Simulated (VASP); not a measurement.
# Ti3O4 (I4/mmm) in VASP: electric field gradients with PBEsol

Aim: the electric field gradients of Ti3O4 with PBEsol.

All numbers are computed with VASP 6.6.1; they aren't measurements. Logs are shortened: lines on timing, memory, paths and dates and some standing lists are left out, and cuts for length are marked.

## (1) The cell of the first run

Symmetry: I4/mmm, No. 139, tetragonal system. Conventional cell: a = 4.101 Å, b = 4.101 Å, c = 8.105 Å, α = 90.00°, β = 90.00°, γ = 90.00°. Within 2.7 Å of Ti (site symmetry -4m2) lie 6 O at 2.03 to 2.05 Å. Ti (site symmetry 4/mmm) has 6 O at 2.05 to 2.08 Å within 2.7 Å. O (site symmetry mmm) has 4 Ti at 2.03 to 2.05 Å within 2.7 Å. O (site symmetry 4mm) has 5 Ti at 2.05 to 2.08 Å within 2.7 Å.

## (2) Electric field gradients, PBEsol

Contents of INCAR:

```
SYSTEM = Ti3O4
PREC = Accurate
ENCUT = 520
EDIFF = 1E-8
ISMEAR = -1
SIGMA = 0.15
LREAL = .False.
LASPH = .True.
NELM = 100
ALGO = Normal
ISIF = 2
LWAVE = .False.
LCHARG = .False.
GGA = PS
LEFG = .True.
NBANDS = 39
```

Contents of KPOINTS:

```
Automatic mesh
0
Gamma
  12 12 12
  0 0 0
```

Contents of POSCAR:

```
Ti3O4
1.0
   -2.0506581580      2.0506581580      4.0525212939
    2.0506581580     -2.0506581580      4.0525212939
    2.0506581580      2.0506581580     -4.0525212939
Ti O
3 4
Direct
    0.2500000000      0.7500000000      0.5000000000
    0.5000000000      0.5000000000      0.0000000000
    0.7500000000      0.2500000000      0.5000000000
    0.0000000000      0.5000000000      0.5000000000
    0.2430420723      0.2430420723      0.0000000000
    0.5000000000      0.0000000000      0.5000000000
    0.7569579277      0.7569579277      0.0000000000
```

Potentials or basis: VASP PAW PBE potentials, release 64 (Ti_sv, O).

Started as:

```console
$ cat potpaw_PBE.64/Ti_sv/POTCAR potpaw_PBE.64/O/POTCAR > POTCAR
$ mpirun -np 1 vasp_std > vasp.out
```

OUTCAR:

```text
SYSTEM = Ti3O4
   PREC = Accurate
   ENCUT = 520
   EDIFF = 1E-8
   ISMEAR = -1
   LREAL = .False.
   LASPH = .True.
   NELM = 100
   ISIF = 2
   GGA = PS

 ion  position               nearest neighbor table
   1  0.250  0.750  0.500-   4 2.03   6 2.03   5 2.05   7 2.05   7 2.05   5 2.05   2 2.88   2 2.88
                             2 2.88   2 2.88   3 2.90   3 2.90   3 2.90   3 2.90
   2  0.500  0.500  0.000-   4 2.05   6 2.05   6 2.05   4 2.05   5 2.08   7 2.08   1 2.88   3 2.88
                             1 2.88   3 2.88   1 2.88   1 2.88   3 2.88   3 2.88
   3  0.750  0.250  0.500-   4 2.03   6 2.03   5 2.05   7 2.05   7 2.05   5 2.05   2 2.88   2 2.88
                             2 2.88   2 2.88   1 2.90   1 2.90   1 2.90   1 2.90
   4  0.000  0.500  0.500-   1 2.03   3 2.03   2 2.05   2 2.05
   5  0.243  0.243  0.000-   3 2.05   1 2.05   1 2.05   3 2.05   2 2.08
   6  0.500  0.000  0.500-   1 2.03   3 2.03   2 2.05   2 2.05
   7  0.757  0.757  0.000-   1 2.05   3 2.05   3 2.05   1 2.05   2 2.08

  LATTYP: Found a body centered tetragonal cell.
 ALAT       =     4.1013163160
 C/A-ratio  =     1.9762051896

  Lattice vectors:

 A1 = (  -2.0506581580,   2.0506581580,   4.0525212939)
 A2 = (   2.0506581580,  -2.0506581580,   4.0525212939)
 A3 = (   2.0506581580,   2.0506581580,  -4.0525212939)

Analysis of symmetry for initial positions (statically):
=====================================================================
 Subroutine PRICEL returns:
 Original cell was already a primitive cell.

 Routine SETGRP: Setting up the symmetry group for a
 body centered tetragonal supercell.

 Subroutine GETGRP returns: Found 16 space group operations
 (whereof 16 operations were pure point group operations)
 out of a pool of 16 trial point group operations.

The static configuration has the point symmetry D_4h.

Analysis of symmetry for dynamics (positions and initial velocities):
=====================================================================
 Subroutine PRICEL returns:
 Original cell was already a primitive cell.

 Routine SETGRP: Setting up the symmetry group for a
[... 175 lines left out ...]
      3     -47.8623      2.00000
      4     -24.6957      2.00000
      5     -24.6778      2.00000
      6     -24.6778      2.00000
[... 997 lines left out ...]
     38      12.0216      0.00000
     39      12.7427      0.00000

 [... further k-points ...]

------------------------ aborting loop because EDIFF is reached ----------------------------------------

  FORCE on cell =-STRESS in cart. coord.  units (eV):
  Direction    XX          YY          ZZ          XY          YZ          ZX
  --------------------------------------------------------------------------------------
  -------------------------------------------------------------------------------------
  Total        0.2975528      0.2975528      0.3564213      0.0000000     -0.0000000     -0.0000000
  in kB        6.9936329      6.9936329      8.3772675      0.0000000     -0.0000000     -0.0000000
  external PRESSURE =       7.4548445 kB  Pullay stress =       0.0000000 kB

 VOLUME and BASIS-vectors are now :
 -----------------------------------------------------------------------------
  energy-cutoff  :      520.00
  volume of cell :       68.17
      direct lattice vectors                 reciprocal lattice vectors
    -2.050658158  2.050658158  4.052521294     0.000000000  0.243824159  0.123379981
     2.050658158 -2.050658158  4.052521294     0.243824159  0.000000000  0.123379981
     2.050658158  2.050658158 -4.052521294     0.243824159  0.243824159  0.000000000

 POSITION                                       TOTAL-FORCE (eV/Angst)
 -----------------------------------------------------------------------------------
      2.05066      0.00000      2.02626         0.000000      0.000000     -0.000000
      0.00000      0.00000      4.05252         0.000000      0.000000     -0.000000
      0.00000      2.05066      2.02626         0.000000      0.000000     -0.000000
      2.05066      0.00000      0.00000         0.000000      0.000000      0.000000
      0.00000      0.00000      1.96987         0.000000      0.000000     -0.022796
      0.00000      2.05066      0.00000         0.000000      0.000000     -0.000000
      0.00000      0.00000      6.13518        -0.000000     -0.000000      0.022796
 -----------------------------------------------------------------------------------
    total drift:                               -0.000000      0.000000     -0.000000

  FREE ENERGIE OF THE ION-ELECTRON SYSTEM (eV)
  ---------------------------------------------------
  free  energy   TOTEN  =       -66.2800092976 eV

  energy  without entropy=      -66.0921500685  energy(sigma->0) =      -66.18607968

 Electric field gradients (V/A^2)
---------------------------------------------------------------------
 ion       V_xx      V_yy      V_zz      V_xy      V_xz      V_yz
---------------------------------------------------------------------
   1       6.169     6.169   -12.337    -0.001    -0.001    -0.001
   2       7.898     7.898   -15.796    -0.001    -0.001    -0.001
   3       6.169     6.169   -12.337    -0.001    -0.001    -0.001
   4     -48.071    32.419    15.652     0.003     0.003     0.003
   5       7.651     7.651   -15.303     0.001     0.001     0.001
   6      32.419   -48.071    15.652     0.003     0.003     0.003
   7       7.651     7.651   -15.303     0.001     0.001     0.001
---------------------------------------------------------------------

 Electric field gradients after diagonalization (V/A^2)
 (convention: |V_zz| > |V_xx| > |V_yy|)
----------------------------------------------------------------------
 ion       V_xx      V_yy      V_zz     asymmetry (V_yy - V_xx)/ V_zz
----------------------------------------------------------------------
   1       6.169     6.168   -12.337       0.000
   2       7.899     7.898   -15.796       0.000
   3       6.169     6.168   -12.337       0.000
   4      32.419    15.652   -48.071       0.349
   5       7.652     7.650   -15.303       0.000
   6      32.419    15.652   -48.071       0.349
   7       7.652     7.650   -15.303       0.000
----------------------------------------------------------------------

           NMR quadrupolar parameters

 Cq : quadrupolar parameter    Cq=e*Q*V_zz/h
 eta: asymmetry parameters     (V_yy - V_xx)/ V_zz
 Q  : nuclear electric quadrupole moment in mb (millibarn)
----------------------------------------------------------------------
 ion       Cq(MHz)       eta       Q (mb)
----------------------------------------------------------------------
   1      -0.030       0.000       1.000
   2      -0.038       0.000       1.000
   3      -0.030       0.000       1.000
   4      -0.116       0.349       1.000
   5      -0.037       0.000       1.000
   6      -0.116       0.349       1.000
   7      -0.037       0.000       1.000
----------------------------------------------------------------------
```

Run time: 11 min. Hardware: 1 thread of Intel Xeon Platinum 8259CL at 2.50GHz (Skylake/Cascade Lake), shared host; peak memory 0.47 GiB.

What came out:

| Quantity | Value |
| --- | --- |
| Free energy | -66.2800 eV |
| Pressure | 0.7 GPa |
| Largest force | 0.023 eV/Å |
| Band gap on the k mesh | zero (bands 30 and 31 overlap by 3.62 eV) |
| Largest electric field gradient by atom | Ti -12.3, -15.8 (each value once); O -48.1, -15.3 (each value once) V/Å² |

Forces on the atoms (eV/Å):
```
Ti   0.000  0.000  0.000
Ti   0.000  0.000  0.000
Ti   0.000  0.000  0.000
O    0.000  0.000  0.000
O    0.000  0.000 -0.023
O    0.000  0.000  0.000
O    0.000  0.000  0.023
```

Electric field gradients, principal values (V/Å²):
| atom | least | middle | greatest (by size) |
| --- | --- | --- | --- |
| 1 Ti | 6.168 | 6.169 | -12.337 |
| 2 Ti | 7.898 | 7.899 | -15.796 |
| 3 Ti | 6.168 | 6.169 | -12.337 |
| 4 O | 15.652 | 32.419 | -48.071 |
| 5 O | 7.650 | 7.652 | -15.303 |
| 6 O | 15.652 | 32.419 | -48.071 |
| 7 O | 7.650 | 7.652 | -15.303 |

Caveat: without QUAD_EFG the Cq values of the log hold for a quadrupole moment of 1 mb, not for the nuclei; the PAW data sets were made with another functional, which shifts forces and pressure a little; semilocal functionals often make such compounds metallic where correlation or magnetic order opens a gap, which also shifts bond lengths.
